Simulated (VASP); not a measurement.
A run of VASP 6.6.1:

Contents of INCAR:

```
PREC = Accurate
ENCUT = 520
EDIFF = 1E-7
ISMEAR = 0
SIGMA = 0.01
LREAL = False
LASPH = True
NELM = 80
ALGO = Normal
ISIF = 2
LWAVE = False
LCHARG = True
GGA = PE
LELF = True
LVHAR = True
NBANDS = 15
```

Contents of KPOINTS:

```
Automatic mesh
0
Gamma
  6 6 6
```

POSCAR

```
CaSe
1.0
    0.0000000000      2.9187100436      2.9187100436
    2.9187100436      0.0000000000      2.9187100436
    2.9187100436      2.9187100436      0.0000000000
Ca Se
1 1
Direct
    0.0000000000      0.0000000000      0.0000000000
    0.5000000000      0.5000000000      0.5000000000
```

Potentials or basis: VASP PAW PBE potentials, release 64 (Ca_sv, Se).

The run is started by

```bash
$ cat potpaw_PBE.64/Ca_sv/POTCAR potpaw_PBE.64/Se/POTCAR > POTCAR
$ mpirun -np 1 vasp_std > vasp.out
```

Hardware: 1 thread of Intel(R) Xeon(R) 6975P-C (Granite Rapids), on a shared host.

**Question.** Estimate the wall time of this run.

**Answer.** Run time: 6.3 s on 1 thread of Intel(R) Xeon(R) 6975P-C (Granite Rapids), on a shared host, peak memory 0.17 GiB. Counts: scf iterations 14, k points 16.
